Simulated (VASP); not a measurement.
# P in VASP: further runs

Runs on P. Level: PBEsol. Tasks: single point.

Everything below comes from runs of VASP 6.6.1. Logs are shortened: lines on timing, memory, paths and dates and some standing lists are left out, and cuts for length are marked.

## 1. The cell of the first run

The cell holds a slab with vacuum, 4 atoms: a = 3.181 Å, b = 33.767 Å, c = 4.936 Å, α = 90.00°, β = 90.00°, γ = 90.00°.

## 2. Single point, PBEsol

The input, INCAR:

```
SYSTEM = P
PREC     = Accurate       ! precision mode
ENCUT    = 520            ! plane-wave cutoff, eV
EDIFF    = 1E-6           ! SCF threshold, eV
ISMEAR   = 0              ! smearing method
SIGMA    = 0.05           ! smearing width, eV
LREAL    = .False.        ! projectors in reciprocal space
LASPH    = .True.         ! aspherical terms in the spheres
NELM     = 100            ! most SCF steps
ALGO     = Normal         ! electronic algorithm
ISIF     = 2              ! what is computed and relaxed
LWAVE    = .False.        ! write WAVECAR
LCHARG   = .False.        ! write CHGCAR
GGA      = PS             ! functional
NBANDS   = 18             ! bands
```

The input, KPOINTS:

```
regular mesh
0
Gamma
  10 1 8
  0 0 0
```

The input, POSCAR:

```
P
1.0
    3.1810432758      0.0000000000      0.0000000000
    0.0000000000     33.7670274454      0.0000000000
    0.0000000000      0.0000000000      4.9359598279
P
4
Direct
    0.0000000000      0.9702614300      0.5921507200
    0.0000000000      0.0297385700      0.4078492800
    0.5000000000      0.0297385700      0.0921507200
    0.5000000000      0.9702614300      0.9078492800
```

Potentials or basis: VASP PAW PBE potentials, release 64 (P).

Run with:

```sh
cat potpaw_PBE.64/P/POTCAR > POTCAR
mpirun -np 1 vasp_std > vasp.out
```

OUTCAR:

```text
SYSTEM = P
   PREC = Accurate
   ENCUT = 520
   EDIFF = 1E-6
   ISMEAR = 0
   LREAL = .False.
   LASPH = .True.
   NELM = 100
   ISIF = 2
   GGA = PS

 ion  position               nearest neighbor table
   1  0.000  0.970  0.592-   2 2.20   4 2.23   4 2.23
   2  0.000  0.030  0.408-   1 2.20   3 2.23   3 2.23
   3  0.500  0.030  0.092-   4 2.20   2 2.23   2 2.23
   4  0.500  0.970  0.908-   3 2.20   1 2.23   1 2.23

  LATTYP: Found a simple orthorhombic cell.
 ALAT       =     3.1810432758
 B/A-ratio  =     1.5516795592
 C/A-ratio  =    10.6150795565

  Lattice vectors:

 A1 = (  -3.1810432758,   0.0000000000,   0.0000000000)
 A2 = (   0.0000000000,   0.0000000000,   4.9359598279)
 A3 = (   0.0000000000,  33.7670274454,   0.0000000000)

Analysis of symmetry for initial positions (statically):
=====================================================================
 Subroutine PRICEL returns:
 Original cell was already a primitive cell.

 Routine SETGRP: Setting up the symmetry group for a
 simple orthorhombic supercell.

 Subroutine GETGRP returns: Found  8 space group operations
 (whereof  4 operations were pure point group operations)
 out of a pool of  8 trial point group operations.

The static configuration has the point symmetry C_2h.
 The point group associated with its full space group is D_2h.

Analysis of symmetry for dynamics (positions and initial velocities):
=====================================================================
 Subroutine PRICEL returns:
 Original cell was already a primitive cell.

 Routine SETGRP: Setting up the symmetry group for a
 simple orthorhombic supercell.

 Subroutine GETGRP returns: Found  8 space group operations
 (whereof  4 operations were pure point group operations)
 out of a pool of  8 trial point group operations.

The dynamic configuration has the point symmetry C_2h.
 The point group associated with its full space group is D_2h.

 Subroutine INISYM returns: Found  8 space group operations
 (whereof  4 operations are pure point group operations),
 and found     1 'primitive' translations

----------------------------------------------------------------------------------------

                                     Primitive cell

  volume of cell :     530.1930

  direct lattice vectors                    reciprocal lattice vectors
     3.181043276  0.000000000  0.000000000     0.314362275  0.000000000  0.000000000
     0.000000000 33.767027445  0.000000000     0.000000000  0.029614689  0.000000000
     0.000000000  0.000000000  4.935959828     0.000000000  0.000000000  0.202594842

  length of vectors
     3.181043276 33.767027445  4.935959828     0.314362275  0.029614689  0.202594842

  position of ions in fractional coordinates (direct lattice)
     0.000000000  0.970261430  0.592150720
     0.000000000  0.029738570  0.407849280
     0.500000000  0.029738570  0.092150720
     0.500000000  0.970261430  0.907849280

  ion indices of the primitive-cell ions
   primitive index   ion index
                 1           1
                 2           2
                 3           3
                 4           4

----------------------------------------------------------------------------------------

 KPOINTS: regular mesh

Automatic generation of k-mesh.
 Grid dimensions read from file:
 generate k-points for:   10    1    8

 Generating k-lattice:

  Cartesian coordinates                     Fractional coordinates (reciprocal lattice)
     0.031436227  0.000000000  0.000000000     0.100000000  0.000000000  0.000000000
     0.000000000  0.029614689  0.000000000     0.000000000  1.000000000  0.000000000
     0.000000000  0.000000000  0.025324355     0.000000000  0.000000000  0.125000000

  Length of vectors
     0.031436227  0.029614689  0.025324355

  Shift w.r.t. Gamma in fractional coordinates (k-lattice)
     0.000000000  0.000000000  0.000000000

 Subroutine IBZKPT returns following result:
 ===========================================

 Found     30 irreducible k-points:

 Following reciprocal coordinates:
            Coordinates               Weight
  0.000000  0.000000  0.000000      1.000000
  0.100000  0.000000  0.000000      2.000000
  0.200000  0.000000  0.000000      2.000000
  0.300000  0.000000  0.000000      2.000000
  0.400000  0.000000  0.000000      2.000000
  0.500000  0.000000  0.000000      1.000000
[... 16 lines left out ...]
  0.400000  0.000000  0.375000      4.000000
  0.500000  0.000000  0.375000      2.000000
 [... further k-points ...]
   k-points           NKPTS =     30   k-points in BZ     NKDIM =     30   number of bands    NBANDS=     18
   number of dos      NEDOS =    301   number of ions     NIONS =      4
   total plane-waves  NPLWV = 241920
   dimension x,y,z NGX =    24 NGY =  252 NGZ =   40
   dimension x,y,z NGXF=    48 NGYF=  504 NGZF=   80
   ions per type =               4
   NGX,Y,Z   is equivalent  to a cutoff of  12.54, 12.41, 13.47 a.u.
   NGXF,Y,Z  is equivalent  to a cutoff of  25.09, 24.81, 26.94 a.u.
 SYSTEM =  P
   PREC   = accura    normal or accurate (medium, high low for compatibility)
   ISTART =      0    job   : 0-new  1-cont  2-samecut
   ICHARG =      2    charge: 1-file 2-atom 10-const
   ISPIN  =      1    spin polarized calculation?
   LNONCOLLINEAR =      F non collinear calculations
   LSORBIT =      F    spin-orbit coupling
   LASPH  =      T    aspherical Exc in radial PAW
   ENCUT  =  520.0 eV  38.22 Ry    6.18 a.u.   5.91 62.78  9.18*2*pi/ulx,y,z
   NELM   =    100;   NELMIN=  2; NELMDL= -5     # of ELM steps
   EDIFF  = 0.1E-05   stopping-criterion for ELM
   LREAL  =      F    real-space projection
   EDIFFG = 0.1E-04   stopping-criterion for IOM
   NSW    =      0    number of steps for IOM
   IBRION =     -1    ionic relax: 0-MD 1-quasi-New 2-CG
   NFREE  =      0    steps in history (QN), initial steepest desc. (CG)
   ISIF   =      2    stress and relaxation
   ISYM   =      2    0-nonsym 1-usesym 2-fastsym
   POTIM  = 0.5000    time-step for ionic-motion
   TEBEG  =    0.0;   TEEND  =   0.0 temperature during run
   PSTRESS=    0.0 pullay stress
   NELECT =      20.0000    total number of electrons
   NUPDOWN=      -1.0000    fix difference up-down
   EMIN   =  10.00;   EMAX   =-10.00  energy-range for DOS
   EFERMI =   0.00;   METHOD = LEGACY
   ISMEAR =     0;   SIGMA  =   0.05  broadening in eV -4-tet -1-fermi 0-gaus
   EFERMI_NEDOS =   21; number of points for ismear=-14 and -15
   IALGO  =     38    algorithm
   IMIX   =      4    mixing-type and parameters
     AMIX     =   0.40;   BMIX     =  1.00
     AMIX_MAG =   1.60;   BMIX_MAG =  1.00
  volume/ion in A,a.u.               =     132.55       894.48
  Fermi-wavevector in a.u.,A,eV,Ry     =   0.549044  1.037542  4.101461  0.301449
  Thomas-Fermi vector in A             =   1.580001
   LORBIT       =      0    0 simple, 1 ext, 2 COOP (PROOUT), +10 PAW based schemes
   GGA     = PS    functional components
   LHFCALC =     F    Hartree Fock is set to
   AEXX    =    0.0000 exact exchange contribution
   IVDW    =     0    specifies the selected vdW correction
   LEPSILON=     F    determine dielectric tensor
   LRPA    =     F    only Hartree local field effects (RPA)
 non-spin polarized calculation
 Gauss-broadening in eV      SIGMA  =   0.05
  energy-cutoff  :      520.00
  volume of cell :      530.19
 maximum number of plane-waves:     14376
 NGX is ok and might be reduce to    24
   NGX = 11   NGY =125   NGZ = 19

 number of electron      19.9999996 magnetization

 Free energy of the ion-electron system (eV)
  ---------------------------------------------------
  ext. energy  EPLUGINS =         0.00000000
  ---------------------------------------------------
  free energy    TOTEN  =       -22.67259565 eV

  energy without entropy =      -22.67259565  energy(sigma->0) =      -22.67259565

 E-fermi :  -3.5059     XC(G=0):  -1.7935

 val. band max:       -3.7497668949   @ k =   0.1000   0.0000   0.0000
 cond. band min:      -2.7176552277   @ k =   0.3000   0.0000   0.0000
 fundamental gap:      1.0321116672
 Fermi energy:        -3.5058814144

 k-point     1 :       0.0000    0.0000    0.0000
  band No.  band energies     occupation
      1     -18.5956      2.00000
      2     -16.0448      2.00000
      3     -13.4542      2.00000
      4      -9.3285      2.00000
      5      -8.5548      2.00000
      6      -8.3041      2.00000
[... 10 lines left out ...]
     17       1.6194      0.00000
     18       1.7591      0.00000

 k-point     2 :       0.1000    0.0000    0.0000
  band No.  band energies     occupation
      1     -18.4681      2.00000
      2     -15.9106      2.00000
      3     -13.4365      2.00000
      4      -9.2366      2.00000
      5      -8.5446      2.00000
      6      -8.1886      2.00000
[... 10 lines left out ...]
     17       1.7673      0.00000
     18       1.8753      0.00000

 k-point     3 :       0.2000    0.0000    0.0000
  band No.  band energies     occupation
      1     -18.0889      2.00000
      2     -15.5091      2.00000
      3     -13.4652      2.00000
      4      -8.9845      2.00000
      5      -8.7916      2.00000
      6      -8.4015      2.00000
[... 10 lines left out ...]
     17       1.8338      0.00000
     18       2.2106      0.00000

 k-point     4 :       0.3000    0.0000    0.0000
  band No.  band energies     occupation
      1     -17.4685      2.00000
      2     -14.8443      2.00000
      3     -13.7945      2.00000
      4      -9.9213      2.00000
      5      -9.3018      2.00000
      6      -8.6768      2.00000
[... 375 lines left out ...]
      4     -11.3590      2.00000
      5      -9.3350      2.00000
      6      -8.7640      2.00000
[... 10 lines left out ...]
     17       2.6916      0.00000
     18       3.0796      0.00000

 k-point    23 :       0.4000    0.0000    0.3750
  band No.  band energies     occupation
      1     -16.1407      2.00000
      2     -15.4228      2.00000
      3     -13.1275      2.00000
      4     -12.2467      2.00000
      5      -9.3302      2.00000
      6      -8.6904      2.00000
[... 10 lines left out ...]
     17       2.4072      0.00000
     18       3.0631      0.00000

 k-point    24 :       0.5000    0.0000    0.3750
  band No.  band energies     occupation
      1     -15.4099      2.00000
      2     -15.4099      2.00000
      3     -13.1474      2.00000
      4     -13.1474      2.00000
      5      -8.7216      2.00000
      6      -8.7216      2.00000
[... 10 lines left out ...]
     17       2.9755      0.00000
     18       2.9755      0.00000

 [... further k-points ...]

------------------------ aborting loop because EDIFF is reached ----------------------------------------

  FORCE on cell =-STRESS in cart. coord.  units (eV):
  Direction    XX          YY          ZZ          XY          YZ          ZX
  --------------------------------------------------------------------------------------
  -------------------------------------------------------------------------------------
  Total        1.2957121      1.6379321     -3.2676815      0.0000000      0.0000000      0.0000000
  in kB        3.9154804      4.9496267     -9.8745265      0.0000000      0.0000000      0.0000000
  external PRESSURE =      -0.3364731 kB  Pullay stress =       0.0000000 kB

 VOLUME and BASIS-vectors are now :
 -----------------------------------------------------------------------------
  energy-cutoff  :      520.00
  volume of cell :      530.19
      direct lattice vectors                 reciprocal lattice vectors
     3.181043276  0.000000000  0.000000000     0.314362275  0.000000000  0.000000000
     0.000000000 33.767027445  0.000000000     0.000000000  0.029614689  0.000000000
     0.000000000  0.000000000  4.935959828     0.000000000  0.000000000  0.202594842

 POSITION                                       TOTAL-FORCE (eV/Angst)
 -----------------------------------------------------------------------------------
      0.00000     32.76284      2.92283         0.000000     -0.411668      0.687891
      0.00000      1.00418      2.01313        -0.000000      0.411668     -0.687891
      1.59052      1.00418      0.45485         0.000000      0.411668      0.687891
      1.59052     32.76284      4.48111        -0.000000     -0.411668     -0.687891
 -----------------------------------------------------------------------------------
    total drift:                               -0.000000     -0.000000     -0.000000

  FREE ENERGIE OF THE ION-ELECTRON SYSTEM (eV)
  ---------------------------------------------------
  free  energy   TOTEN  =       -22.6725956533 eV

  energy  without entropy=      -22.6725956533  energy(sigma->0) =      -22.67259565
```

Wall time 3.9 min (1 thread of Intel Xeon 6975P-C (Granite Rapids), shared host); peak memory 0.62 GiB.

Results:

```
Free energy            : -22.6726 eV
Largest force          : 0.802 eV/Å
Band gap on the k mesh : 1.03 eV (least direct gap 1.41 eV)
```

Forces on the atoms (eV/Å):
```
P    0.000 -0.412  0.688
P    0.000  0.412 -0.688
P    0.000  0.412  0.688
P    0.000 -0.412 -0.688
```

Levels at points of the mesh, in eV from the valence-band top:
| k point | band 6 | band 7 | band 8 | band 9 | band 10 | band 11 | band 12 | band 13 | band 14 | band 15 |
| --- | --- | --- | --- | --- | --- | --- | --- | --- | --- | --- |
| (0.00, 0.00, 0.00) | -4.55 | -2.40 | -1.42 | -0.74 | -0.02 | 1.39 | 2.50 | 3.37 | 3.49 | 4.65 |
| (0.50, 0.00, 0.00) | -5.23 | -2.62 | -2.62 | -1.67 | -1.67 | 1.12 | 1.12 | 2.34 | 2.34 | 4.42 |
| (0.00, 0.00, 0.50) | -2.66 | -1.73 | -1.73 | -1.65 | -1.65 | 2.91 | 2.91 | 3.95 | 3.95 | 4.31 |
| (0.50, 0.00, 0.50) | -4.80 | -4.24 | -4.24 | -0.65 | -0.65 | 2.43 | 2.43 | 3.25 | 3.25 | 4.65 |

Caveat: the PAW data sets were made with another functional, which shifts forces and pressure a little.

(Continued in part 2 of 2.)
